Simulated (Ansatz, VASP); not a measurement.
## BN in VASP and in Ansatz

Contents of INCAR:

```
PREC     = Accurate       # precision mode
ENCUT    = 520            # plane-wave cutoff, eV
EDIFF    = 1E-7           # SCF threshold, eV
ISMEAR   = 0              # smearing method
SIGMA    = 0.05           # smearing width, eV
LREAL    = False          # projectors in reciprocal space
LASPH    = True           # aspherical terms in the spheres
NELM     = 100            # most SCF steps
ALGO     = Normal         # electronic algorithm
ISIF     = 2              # what is computed and relaxed
LWAVE    = False          # write WAVECAR
LCHARG   = False          # write CHGCAR
GGA      = PE             # functional
NBANDS   = 11             # bands
```

The input KPOINTS:

```
regular mesh
0
Gamma
  12 12 12
```

POSCAR

```
BN
1.0
    0.0317275175      1.8130010000      1.8130010000
    1.8447285175      0.0000000000      1.8447285175
    1.8130010000      1.8130010000      0.0317275175
B N
1 1
Direct
    0.0000000000      0.0000000000      0.0000000000
    0.7500000000      0.7500000000      0.7500000000
```

Input for Ansatz:

```yaml
crystal:
  lattice:
    - [0.0317275175, 1.813001, 1.813001]
    - [1.8447285175, 0.0, 1.8447285175]
    - [1.813001, 1.813001, 0.0317275175]
  atoms:
    - { symbol: B, position: [0.0, 0.0, 0.0] }
    - { symbol: "N", position: [0.75, 0.75, 0.75] }
basis:
  ecutwfc: 420
kpoints:
  mp_grid: { grid: [12, 12, 12] }
hamiltonian:
  xc: pbe
scf:
  occupations: { method: gaussian, width: 0.05 }
output:
  forces: true
  stress: true
  eigenvalues: true
```

Change from the starting cell: strain +0.0350 x Voigt [0, 0, 0, 0, 1, 0], atoms carried along.

Alike in both runs: task single point; functional PBE; k mesh 12 × 12 × 12; occupations gaussian, width 0.05 eV; no spin polarisation.

|  | VASP | Ansatz |
| --- | --- | --- |
| version | VASP 6.6.1 | Ansatz 0.2.0 |
| potentials or method | VASP PAW PBE potentials, release 64 (B, N), cutoff 520 eV | scalar-relativistic, plane waves, PAW |
| valence electrons in the cell | 8 | 8 |

Ansatz gave:

```
gap on the k mesh at the Fermi level (eV)                     : 4.32
least direct gap on the mesh (eV)                             : 8.26
pressure (GPa)                                                : 0.1
traceless stress, the component that is largest in VASP (GPa) : -15.46
rms of the force components (eV/Å)                            : 0.026
```

Q: What did VASP give for the same quantities?

A: gap on the k mesh at the Fermi level (eV): 4.31; least direct gap on the mesh (eV): 8.25; pressure (GPa): 0.4; traceless stress, the component that is largest in VASP (GPa): -15.58; rms of the force components (eV/Å): 0.030.

Atom by atom the forces differ by 0.004 eV/Å (rms over components). The functional is the same, so the differences come from potentials, cutoffs and numerics.
